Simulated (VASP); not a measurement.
Write the native input for VASP 6.6.1 that does the following.

```yaml
Task: single point
Functional: HF
Potentials_or_basis: VASP PAW PBE potentials, release 64 (Sb, Ga_d)
Cutoff: 520 eV
k_mesh: 4 × 4 × 4
Occupations: fermi-dirac, width 0.05 eV
Spin: no spin polarisation
Dipole_correction: no
Grid_for_exact_exchange_PRECFOCK: Normal
Further_INCAR_settings: ALGO = Normal; EDIFF = 1e-07; NBANDS = 16
```

Crystal: GaSb.

```
Sb Ga
1.0
     0.00000    3.05900    3.05900
     3.05900    0.00000    3.05900
     3.05900    3.05900    0.00000
Sb Ga
1 1
Cartesian
  4.5885 4.5885 4.5885
  0.0000 0.0000 0.0000
```

These files were run (other wordings do the same):

POSCAR

```
GaSb
1.0
    0.0000000000      3.0590000000      3.0590000000
    3.0590000000      0.0000000000      3.0590000000
    3.0590000000      3.0590000000      0.0000000000
Sb Ga
1 1
Direct
    0.7500000000      0.7500000000      0.7500000000
    0.0000000000      0.0000000000      0.0000000000
```

INCAR.step1

```
SYSTEM = GaSb
  PREC = Accurate
  ENCUT = 520
  EDIFF = 1E-5
  ISMEAR = -1
  SIGMA = 0.05
  LREAL = .FALSE.
  LASPH = .TRUE.
  NELM = 80
  ALGO = Normal
  ISIF = 2
  LWAVE = .TRUE.
  NBANDS = 16
  GGA = PE
```

INCAR.step2

```
SYSTEM = GaSb
  PREC = Accurate
  ENCUT = 520
  EDIFF = 1E-7
  ISMEAR = -1
  SIGMA = 0.05
  LREAL = .FALSE.
  LASPH = .TRUE.
  NELM = 80
  ALGO = Normal
  ISIF = 2
  LWAVE = .FALSE.
  LCHARG = .TRUE.
  GGA = PE
  LHFCALC = .TRUE.
  AEXX = 1.0
  ALDAC = 0.0
  AGGAC = 0.0
  PRECFOCK = Normal
  LELF = .TRUE.
  LVHAR = .TRUE.
  NBANDS = 16
  ISTART = 1
```

KPOINTS

```
Automatic mesh
0
G
  4 4 4
  0 0 0
```

Potentials or basis: VASP PAW PBE potentials, release 64 (Sb, Ga_d).

Run with:

```console
$ cat potpaw_PBE.64/Sb/POTCAR potpaw_PBE.64/Ga_d/POTCAR > POTCAR
$ cp INCAR.step1 INCAR
$ mpirun -np 1 vasp_std > vasp.out
$ cp INCAR.step2 INCAR
$ mpirun -np 1 vasp_std > vasp.out
```

Results of the run:

The pressure is -22.2 GPa and the band gap on the k mesh is 10.23 eV, indirect (least direct gap 11.89 eV).

Caveat: the k points lie up to 0.44 Å⁻¹ apart; the PAW data sets were made with another functional, which shifts forces and pressure a little; spin-orbit coupling is left out, which moves the levels of the heavy elements.

Run time: 26 min on 1 thread of Intel(R) Xeon(R) Platinum 8488C (Sapphire Rapids), on a shared host, peak memory 0.19 GiB.
